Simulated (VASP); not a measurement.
## Sb: single point with PBE

Crystal: Sb.

```
Sb
1.0
    -3.10924    3.10924    3.10924
     3.10924   -3.10924    3.10924
     3.10924    3.10924   -3.10924
Sb
4
Direct
  0.49990 0.00000 0.00000
  0.00000 0.49990 0.00000
  0.00000 0.00000 0.49990
  0.50010 0.50010 0.50010
```

| Quantity | Value |
| --- | --- |
| Program | VASP 6.6.1 |
| Task | single point |
| Functional | PBE |
| Potentials or basis | VASP PAW PBE potentials, release 64 (Sb) |
| Cutoff | 520 eV |
| k mesh | 10 × 10 × 10 |
| Occupations | gaussian, width 0.1 eV |
| Spin | no spin polarisation |
| Dipole correction | no |
| Further INCAR settings | ALGO = Normal; EDIFF = 1e-06; NBANDS = 18 |

```json
{
  "Pressure": "0.0 GPa",
  "Band gap on the k mesh": "zero (band 10 reaches 8.31 eV, above the bottom of band 11 at 6.25 eV)"
}
```

Levels at points of the mesh, in eV from the Fermi level:
| k point | band 7 | band 8 | band 9 | band 10 | band 11 | band 12 | band 13 | band 14 |
| --- | --- | --- | --- | --- | --- | --- | --- | --- |
| (0.00, 0.00, 0.00) | -3.52 | -3.52 | -3.52 | -3.52 | 2.20 | 2.20 | 2.20 | 3.23 |
| (0.50, 0.00, 0.00) | -1.35 | -1.35 | -0.92 | -0.92 | 0.62 | 0.62 | 1.49 | 1.49 |
| (0.50, 0.50, 0.50) | -4.59 | -1.62 | -1.62 | -1.62 | 4.83 | 4.83 | 4.83 | 5.21 |

Run time: 73 s on 1 thread of AMD EPYC 7R43 64-Core Processor (Zen 3), with other jobs on the host, peak memory 0.24 GiB.

Caveat: spin-orbit coupling is left out, which moves the levels of the heavy elements.
